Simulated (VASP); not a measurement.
Runs of VASP 6.6.1 on Zr. The structure is that of space group P6_3/mmc (No. 194), or close to it. The cells are those of the table. 

```csv
task,cell,k mesh,cutoff (eV),gap on the mesh (eV),pressure (GPa)
single point,"a = 3.251, b = 3.251, c = 10.596 Å, angles 90.0, 90.0, 120.0°, 4 atoms",13 × 13 × 4,520,none,-6.4
single point,"a = 3.291, b = 3.291, c = 10.725 Å, angles 90.0, 90.0, 120.0°, 4 atoms",13 × 13 × 4,520,none,(a)
relaxation of cell and atoms,"relaxed from a = 3.205, b = 3.205, c = 10.468 Å, angles 90.0, 90.0, 120.0°, 4 atoms",11 × 11 × 3,600,none,0.0
single point,"a = 3.169, b = 3.169, c = 10.328 Å, angles 90.0, 90.0, 120.0°, 4 atoms",15 × 15 × 4,520,none,0.1
```

Alike in all rows: level PBEsol; potentials or basis VASP PAW PBE potentials, release 64 (Zr_sv); no spin polarisation; smearing fermi-dirac 0.1 eV.

Q: Fill in the values left out.

A: (a) -8.9.

Caveats: the PAW data sets were made with another functional, which shifts forces and pressure a little; the cell stands under tension (at least some runs).

A k mesh can miss the band edges, and the runs leave out spin-orbit coupling on Zr.

A gap of «none» marks levels without a gap at the run's occupations.
